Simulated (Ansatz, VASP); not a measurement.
Ti5Si: VASP beside Ansatz

```xyz
6
Lattice="2.2282 -3.8594 0.0000 -4.4565 0.0000 0.0000 0.0000 0.0000 -5.4755" Properties=species:S:1:pos:R:3 pbc="T T T"
Ti   -4.4565    0.0000   -2.7647
Ti   -4.4565    0.0000    0.0270
Ti   -2.2282   -1.2865   -1.3689
Ti   -2.2282   -1.2865   -4.1066
Ti    0.0000   -2.5729   -1.3689
Si    0.0000   -2.5729   -4.1066
```

Alike in both runs: functional PBEsol; k mesh 12 × 12 × 8; occupations gaussian, width 0.1 eV; no spin polarisation.

Ansatz relaxed the structure, and its values are those at the end. VASP's run is a single point on that final structure, the one shown.

```csv
,VASP,Ansatz
version,VASP 6.6.1,Ansatz 0.2.0
potentials or method,"VASP PAW PBE potentials, release 64 (Ti_sv, Si), cutoff 520 eV","scalar-relativistic, plane waves, PAW"
valence electrons in the cell,64,64
```

Ansatz gave:

```
gap on the k mesh at the Fermi level (eV) : none
pressure (GPa)                            : -0.1
rms of the force components (eV/Å)        : 0.001
```

**Question.** Which values does VASP return?

**Answer.** gap on the k mesh at the Fermi level (eV): none; pressure (GPa): -0.3; rms of the force components (eV/Å): 0.005.

VASP's potentials were made for PBE, not for PBEsol. A gap of «none» marks a metal or a gap that the smearing closes.
